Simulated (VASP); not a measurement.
Crystal: Te.

```
CELL_PARAMETERS angstrom
4.32425 0.00000 0.00000
-2.16213 3.74491 0.00000
0.00000 0.00000 5.97218
ATOMIC_POSITIONS crystal
Te 0.28265 0.00000 0.33333
Te 0.00000 0.28265 0.66667
Te 0.71735 0.71735 0.00000
```

- Program: VASP 6.6.1
- Task: relaxation of cell and atoms
- Functional: r2SCAN
- Dispersion: rVV10
- Potentials or basis: VASP PAW PBE potentials, release 64 (Te)
- Cutoff: 600 eV
- k mesh: 6 × 6 × 4
- Occupations: fermi-dirac, width 0.02 eV
- Spin: no spin polarisation

At the start: pressure 1.2 GPa; volume 32.24 Å³/atom.

Question: How do energy, volume and symmetry change on relaxing?

Answer: Over 22 steps the energy falls by 13.8 meV/atom and the volume is 34.45 Å³/atom (+6.8 %); space group P3_121 (No. 152, to 0.05 Å).

Step by step:
```tsv
step	energy change (eV)	largest force (eV/Å)	pressure (GPa)	volume (Å³)
1	0.0000	0.1495	1.20	96.71
2	-0.0112	0.2513	-0.54	100.14
3	-0.0117	0.2337	-0.27	99.53
4	-0.0218	0.1936	-0.19	100.12
5	-0.0383	0.0622	0.14	101.64
6	-0.0156	0.3497	1.38	104.65
7	-0.0403	0.0107	0.35	102.25
8	-0.0399	0.0495	-0.47	104.61
9	-0.0413	0.0166	-0.03	103.32
10	-0.0413	0.0168	-0.02	103.34
11	-0.0410	0.0331	-0.26	103.97
12	-0.0413	0.0180	-0.05	103.38
13	-0.0413	0.0043	0.10	103.13
14	-0.0414	0.0070	0.02	103.26
15	-0.0414	0.0076	0.03	103.26
16	-0.0414	0.0130	-0.01	103.32
17	-0.0414	0.0082	0.01	103.27
18	-0.0414	0.0079	0.02	103.27
19	-0.0414	0.0063	0.03	103.31
20	-0.0414	0.0009	-0.01	103.42
21	-0.0414	0.0017	-0.02	103.39
22	-0.0414	0.0047	0.00	103.34
```

Final structure:
```xyz
3
Lattice="4.4798 0.0000 0.0000 -2.2399 3.8796 0.0000 0.0000 0.0000 5.9457" Properties=species:S:1:pos:R:3 pbc="T T T"
Te    1.1868    0.0000    1.9819
Te    3.8864    1.0278    3.9638
Te    1.6465    2.8518    5.9457
```

Caveat: the PAW data sets were made with another functional, which shifts forces and pressure a little.
